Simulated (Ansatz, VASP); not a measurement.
## Two plane-wave programs on Tl

```
CELL_PARAMETERS angstrom
0.00000 2.02722 2.02722
2.02722 0.00000 2.02722
2.02722 2.02722 0.00000
ATOMIC_POSITIONS crystal
Tl 0.00000 0.00000 0.00000
```

Alike in both runs: task relaxation of cell and atoms; functional PBEsol; k mesh 8 × 8 × 8; occupations gaussian, width 0.1 eV; no spin polarisation.

```csv
,VASP,Ansatz
version,VASP 6.6.1,Ansatz 0.2.0
potentials or method,"VASP PAW PBE potentials, release 64 (Tl_d), cutoff 500 eV","scalar-relativistic, plane waves, PAW"
valence electrons in the cell,13,13
```

```tsv
	VASP	Ansatz	Ansatz less VASP
gap on the k mesh at the Fermi level, each at its own relaxed structure (eV)	none	none	-
relaxed volume (Å³/atom)	28.07	28.35	+0.282
relaxed cell length with the largest relative difference (Å)	3.411	3.423	+0.0114
```

VASP's potentials were made for PBE, not for PBEsol. A gap of «none» marks a metal or a gap that the smearing closes.

Neither program's run includes spin-orbit coupling. Noted on VASP's run: the volume moved by over 15 % at a fixed basis, so the end points are rough.
